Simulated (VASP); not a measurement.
# CdS (NiAs type) (P6_3/mmc) in VASP: further runs

CdS (NiAs type) is run at these levels: PBE; tasks: single point.

Program: VASP 6.6.1. These are calculated values, not measurements. Logs are shortened: lines on timing, memory, paths and dates and some standing lists are left out, and cuts for length are marked.

## Step 1: The cell of the first run

The structure is hexagonal, space group P6_3/mmc (No. 194). Conventional cell: a = 3.663 Å, b = 3.663 Å, c = 6.246 Å, α = 90.00°, β = 90.00°, γ = 120.00°. Cd (site symmetry -3m) has 6 S at 2.63 Å and 2 Cd at 3.12 Å within 3.5 Å. S (site symmetry -6m2) has 6 Cd at 2.63 Å within 3.5 Å.

## Step 2: Single point, PBE

INCAR

```
ALGO = Normal
EDIFF = 1E-7
ENCUT = 520
GGA = PE
ISIF = 2
ISMEAR = -1
LASPH = True
LCHARG = True
LELF = True
LREAL = False
LVHAR = True
LWAVE = False
NBANDS = 26
NELM = 60
PREC = Accurate
SIGMA = 0.1
```

KPOINTS

```
k-points
0
Gamma
  10 10 6
```

POSCAR

```
CdS
1.0
    3.6634267373      0.0000000000      0.0000000000
   -1.8317133686      3.1726206194      0.0000000000
    0.0000000000      0.0000000000      6.2455304830
Cd S
2 2
Direct
    0.0000000000      0.0000000000      0.0000000000
    0.0000000000      0.0000000000      0.5000000000
    0.3333333333      0.6666666667      0.2500000000
    0.6666666667      0.3333333333      0.7500000000
```

Potentials or basis: VASP PAW PBE potentials, release 64 (Cd, S).

Command:

```
$ cat potpaw_PBE.64/Cd/POTCAR potpaw_PBE.64/S/POTCAR > POTCAR
$ mpirun -np 1 vasp_std > vasp.out
```

OUTCAR:

```text
EDIFF = 1E-7
   ENCUT = 520
   GGA = PE
   ISIF = 2
   ISMEAR = -1
   LASPH = True
   LREAL = False
   NELM = 60
   PREC = Accurate

 ion  position               nearest neighbor table
   1  0.000  0.000  0.000-   3 2.63   4 2.63   3 2.63   4 2.63   4 2.63   3 2.63   2 3.12   2 3.12

   2  0.000  0.000  0.500-   3 2.63   4 2.63   3 2.63   4 2.63   4 2.63   3 2.63   1 3.12   1 3.12

   3  0.333  0.667  0.250-   1 2.63   2 2.63   1 2.63   2 2.63   1 2.63   2 2.63
   4  0.667  0.333  0.750-   1 2.63   2 2.63   1 2.63   2 2.63   1 2.63   2 2.63

  LATTYP: Found a hexagonal cell.
 ALAT       =     3.6634267373
 C/A-ratio  =     1.7048329149

  Lattice vectors:

 A1 = (   3.6634267373,   0.0000000000,   0.0000000000)
 A2 = (  -1.8317133686,   3.1726206194,   0.0000000000)
 A3 = (   0.0000000000,   0.0000000000,   6.2455304830)

Analysis of symmetry for initial positions (statically):
=====================================================================
 Subroutine PRICEL returns:
 Original cell was already a primitive cell.

 Routine SETGRP: Setting up the symmetry group for a
 hexagonal supercell.

 Subroutine GETGRP returns: Found 24 space group operations
 (whereof 12 operations were pure point group operations)
 out of a pool of 24 trial point group operations.

The static configuration has the point symmetry D_3d.
 The point group associated with its full space group is D_6h.

Analysis of symmetry for dynamics (positions and initial velocities):
=====================================================================
 Subroutine PRICEL returns:
 Original cell was already a primitive cell.

 Routine SETGRP: Setting up the symmetry group for a
 hexagonal supercell.

 Subroutine GETGRP returns: Found 24 space group operations
 (whereof 12 operations were pure point group operations)
 out of a pool of 24 trial point group operations.

The dynamic configuration has the point symmetry D_3d.
 The point group associated with its full space group is D_6h.

 Subroutine INISYM returns: Found 24 space group operations
 (whereof 12 operations are pure point group operations),
 and found     1 'primitive' translations

----------------------------------------------------------------------------------------

                                     Primitive cell

  volume of cell :      72.5897

  direct lattice vectors                    reciprocal lattice vectors
     3.663426737  0.000000000  0.000000000     0.272968472  0.157598421  0.000000000
    -1.831713369  3.172620619  0.000000000     0.000000000  0.315196842  0.000000000
     0.000000000  0.000000000  6.245530483     0.000000000  0.000000000  0.160114502

  length of vectors
     3.663426737  3.663426737  6.245530483     0.315196842  0.315196842  0.160114502

  position of ions in fractional coordinates (direct lattice)
     0.000000000  0.000000000  0.000000000
     0.000000000  0.000000000  0.500000000
     0.333333333  0.666666667  0.250000000
     0.666666667  0.333333333  0.750000000

  ion indices of the primitive-cell ions
   primitive index   ion index
                 1           1
                 2           2
                 3           3
                 4           4

----------------------------------------------------------------------------------------

 KPOINTS: k-points

Automatic generation of k-mesh.
 Grid dimensions read from file:
 generate k-points for:   10   10    6

 Generating k-lattice:

  Cartesian coordinates                     Fractional coordinates (reciprocal lattice)
     0.027296847  0.015759842  0.000000000     0.100000000  0.000000000  0.000000000
     0.000000000  0.031519684  0.000000000     0.000000000  0.100000000  0.000000000
     0.000000000  0.000000000  0.026685750     0.000000000  0.000000000  0.166666667

  Length of vectors
     0.031519684  0.031519684  0.026685750

  Shift w.r.t. Gamma in fractional coordinates (k-lattice)
     0.000000000  0.000000000  0.000000000

 Subroutine IBZKPT returns following result:
 ===========================================

 Found     56 irreducible k-points:

 Following reciprocal coordinates:
            Coordinates               Weight
  0.000000  0.000000  0.000000      1.000000
  0.100000  0.000000  0.000000      6.000000
  0.200000  0.000000  0.000000      6.000000
  0.300000 -0.000000  0.000000      6.000000
  0.400000  0.000000  0.000000      6.000000
  0.500000  0.000000  0.000000      3.000000
[... 16 lines left out ...]
  0.300000  0.100000  0.166667     24.000000
  0.400000  0.100000  0.166667     24.000000
 [... further k-points ...]
   k-points           NKPTS =     56   k-points in BZ     NKDIM =     56   number of bands    NBANDS=     26
   number of dos      NEDOS =    301   number of ions     NIONS =      4
   total plane-waves  NPLWV =  37632
   dimension x,y,z NGX =    28 NGY =   28 NGZ =   48
   dimension x,y,z NGXF=    56 NGYF=   56 NGZF=   96
   ions per type =               2   2
   NGX,Y,Z   is equivalent  to a cutoff of  12.71, 12.71, 12.78 a.u.
   NGXF,Y,Z  is equivalent  to a cutoff of  25.41, 25.41, 25.55 a.u.
 SYSTEM =  unknown system
   PREC   = accura    normal or accurate (medium, high low for compatibility)
   ISTART =      0    job   : 0-new  1-cont  2-samecut
   ICHARG =      2    charge: 1-file 2-atom 10-const
   ISPIN  =      1    spin polarized calculation?
   LNONCOLLINEAR =      F non collinear calculations
   LSORBIT =      F    spin-orbit coupling
   LASPH  =      T    aspherical Exc in radial PAW
   ENCUT  =  520.0 eV  38.22 Ry    6.18 a.u.   6.81  6.81 11.61*2*pi/ulx,y,z
   NELM   =     60;   NELMIN=  2; NELMDL= -5     # of ELM steps
   EDIFF  = 0.1E-06   stopping-criterion for ELM
   LREAL  =      F    real-space projection
   EDIFFG = 0.1E-05   stopping-criterion for IOM
   NSW    =      0    number of steps for IOM
   IBRION =     -1    ionic relax: 0-MD 1-quasi-New 2-CG
   NFREE  =      0    steps in history (QN), initial steepest desc. (CG)
   ISIF   =      2    stress and relaxation
   ISYM   =      2    0-nonsym 1-usesym 2-fastsym
   POTIM  = 0.5000    time-step for ionic-motion
   TEBEG  =    0.0;   TEEND  =   0.0 temperature during run
   PSTRESS=    0.0 pullay stress
   NELECT =      36.0000    total number of electrons
   NUPDOWN=      -1.0000    fix difference up-down
   EMIN   =  10.00;   EMAX   =-10.00  energy-range for DOS
   EFERMI =   0.00;   METHOD = LEGACY
   ISMEAR =    -1;   SIGMA  =   0.10  broadening in eV -4-tet -1-fermi 0-gaus
   EFERMI_NEDOS =   21; number of points for ismear=-14 and -15
   IALGO  =     38    algorithm
   IMIX   =      4    mixing-type and parameters
     AMIX     =   0.40;   BMIX     =  1.00
     AMIX_MAG =   1.60;   BMIX_MAG =  1.00
  volume/ion in A,a.u.               =      18.15       122.46
  Fermi-wavevector in a.u.,A,eV,Ry     =   1.295838  2.448779 22.846846  1.679196
  Thomas-Fermi vector in A             =   2.427332
   LORBIT       =      0    0 simple, 1 ext, 2 COOP (PROOUT), +10 PAW based schemes
   GGA     = PE    functional components
   LHFCALC =     F    Hartree Fock is set to
   AEXX    =    0.0000 exact exchange contribution
   IVDW    =     0    specifies the selected vdW correction
   LEPSILON=     F    determine dielectric tensor
   LRPA    =     F    only Hartree local field effects (RPA)
 non-spin polarized calculation
  energy-cutoff  :      520.00
  volume of cell :       72.59
 maximum number of plane-waves:      1970
 NGX is ok and might be reduce to    28
   NGX = 13   NGY = 13   NGZ = 23

 number of electron      35.9999997 magnetization

 Free energy of the ion-electron system (eV)
  ---------------------------------------------------
  ext. energy  EPLUGINS =         0.00000000
  ---------------------------------------------------
  free energy    TOTEN  =       -11.07192811 eV

  energy without entropy =      -11.07153197  energy(sigma->0) =      -11.07173004

 E-fermi :   4.8707     XC(G=0): -10.9874

 val. band max:        4.2937310243   @ k =   0.0000   0.0000   0.0000
 cond. band min:       5.2977206231   @ k =   0.3000   0.3000   0.0000
 fundamental gap:      1.0039895988
 Fermi energy:         4.8706524878

 k-point     1 :       0.0000    0.0000    0.0000
  band No.  band energies     occupation
      1      -9.5627      2.00000
      2      -8.1888      2.00000
      3      -4.2886      2.00000
      4      -4.2609      2.00000
      5      -4.2609      2.00000
      6      -4.0621      2.00000
[... 18 lines left out ...]
     25      13.8172      0.00000
     26      13.8172      0.00000

 k-point     2 :       0.1000    0.0000    0.0000
  band No.  band energies     occupation
      1      -9.4645      2.00000
      2      -8.1984      2.00000
      3      -4.2812      2.00000
      4      -4.2507      2.00000
      5      -4.1598      2.00000
      6      -3.9898      2.00000
[... 18 lines left out ...]
     25      13.0585      0.00000
     26      13.2340      0.00000

 k-point     3 :       0.2000    0.0000    0.0000
  band No.  band energies     occupation
      1      -9.1887      2.00000
      2      -8.2193      2.00000
      3      -4.2704      2.00000
      4      -4.2413      2.00000
      5      -3.9869      2.00000
      6      -3.9321      2.00000
[... 18 lines left out ...]
     25      12.4589      0.00000
     26      12.6552      0.00000

 k-point     4 :       0.3000   -0.0000    0.0000
  band No.  band energies     occupation
      1      -8.8063      2.00000
      2      -8.2260      2.00000
      3      -4.2874      2.00000
      4      -4.2580      2.00000
      5      -4.1185      2.00000
      6      -4.0112      2.00000
[... 18 lines left out ...]
     25      12.0727      0.00000
     26      13.9376      0.00000
[... 496 lines left out ...]
      1      -8.8969      2.00000
      2      -8.2811      2.00000
      3      -4.2716      2.00000
      4      -4.1576      2.00000
      5      -4.0410      2.00000
      6      -3.9415      2.00000
[... 18 lines left out ...]
     25      12.3578      0.00000
     26      13.4283      0.00000

 k-point    23 :       0.3000    0.1000    0.1667
  band No.  band energies     occupation
      1      -8.5497      2.00000
      2      -8.2346      2.00000
      3      -4.3204      2.00000
      4      -4.2006      2.00000
      5      -4.1068      2.00000
      6      -4.0097      2.00000
[... 18 lines left out ...]
     25      12.5399      0.00000
     26      14.1834      0.00000

 k-point    24 :       0.4000    0.1000    0.1667
  band No.  band energies     occupation
      1      -8.3904      2.00000
      2      -8.1088      2.00000
      3      -4.3710      2.00000
      4      -4.2565      2.00000
      5      -4.1212      2.00000
      6      -4.0824      2.00000
[... 18 lines left out ...]
     25      13.2333      0.00000
     26      14.7296      0.00000

 [... further k-points ...]
[... 5 lines left out ...]
  --------------------------------------------------------------------------------------
  -------------------------------------------------------------------------------------
  Total        7.1271089      7.1271089      7.1544050      0.0000000      0.0000000      0.0000000
  in kB      157.3073409    157.3073409    157.9098127      0.0000000      0.0000000      0.0000000
  external PRESSURE =     157.5081648 kB  Pullay stress =       0.0000000 kB

 VOLUME and BASIS-vectors are now :
 -----------------------------------------------------------------------------
  energy-cutoff  :      520.00
  volume of cell :       72.59
      direct lattice vectors                 reciprocal lattice vectors
     3.663426737  0.000000000  0.000000000     0.272968472  0.157598421  0.000000000
    -1.831713369  3.172620619  0.000000000     0.000000000  0.315196842  0.000000000
     0.000000000  0.000000000  6.245530483     0.000000000  0.000000000  0.160114502

 POSITION                                       TOTAL-FORCE (eV/Angst)
 -----------------------------------------------------------------------------------
      0.00000      0.00000      0.00000         0.000000      0.000000      0.000000
      0.00000      0.00000      3.12277         0.000000      0.000000      0.000000
     -0.00000      2.11508      1.56138        -0.000000     -0.000000      0.000000
      1.83171      1.05754      4.68415         0.000000      0.000000      0.000000
 -----------------------------------------------------------------------------------
    total drift:                               -0.000000     -0.000000      0.000000

  FREE ENERGIE OF THE ION-ELECTRON SYSTEM (eV)
  ---------------------------------------------------
  free  energy   TOTEN  =       -11.0719281144 eV

  energy  without entropy=      -11.0715319707  energy(sigma->0) =      -11.07173004
```

It took 84 s on 1 thread of AMD EPYC 7R43 (Zen 3), shared host; peak memory 0.2 GiB.

What came out:

```yaml
Free_energy: -11.0719 eV
Pressure: 15.8 GPa
Band_gap_on_the_k_mesh: 1.00 eV, indirect (least direct gap 1.20 eV)
```

A k mesh can miss the band edges.

## Step 3: Single point, PBE

INCAR

```
SYSTEM = CdS
PREC = Accurate
ENCUT = 520
EDIFF = 1E-6
ISMEAR = -1
SIGMA = 0.1
LREAL = .FALSE.
LASPH = .TRUE.
NELM = 80
ALGO = Normal
ISIF = 2
LWAVE = .FALSE.
LCHARG = .TRUE.
GGA = PE
LELF = .TRUE.
LVHAR = .TRUE.
NBANDS = 26
```

KPOINTS

```
Automatic mesh
0
G
  10 10 6
  0 0 0
```

POSCAR is that of step 2.

Potentials or basis: VASP PAW PBE potentials, release 64 (Cd, S).

Command:

```
$ cat potpaw_PBE.64/Cd/POTCAR potpaw_PBE.64/S/POTCAR > POTCAR
$ mpirun -np 1 vasp_std > vasp.out
```

Run time: 75 s. Hardware: 1 thread of AMD EPYC 7R43 (Zen 3), shared host; peak memory 0.2 GiB.

Results (log left out):

* Free energy: -11.0719 eV
* Pressure: 15.8 GPa
* Band gap on the k mesh: 1.00 eV, indirect (least direct gap 1.20 eV)

Levels at points of the mesh, in eV from the valence-band top:
| k point | band 15 | band 16 | band 17 | band 18 | band 19 | band 20 | band 21 | band 22 |
| --- | --- | --- | --- | --- | --- | --- | --- | --- |
| (0.00, 0.00, 0.00) | -1.05 | -1.05 | 0.00 | 0.00 | 1.20 | 3.46 | 6.71 | 6.71 |
| (0.50, 0.00, 0.00) | -3.91 | -2.60 | -1.79 | -0.09 | 2.72 | 3.68 | 3.93 | 5.77 |
| (0.00, 0.00, 0.50) | -0.49 | -0.49 | -0.49 | -0.49 | 3.59 | 3.59 | 6.86 | 6.86 |
| (0.50, 0.00, 0.50) | -1.65 | -1.65 | -1.49 | -1.49 | 2.01 | 2.01 | 5.67 | 5.67 |
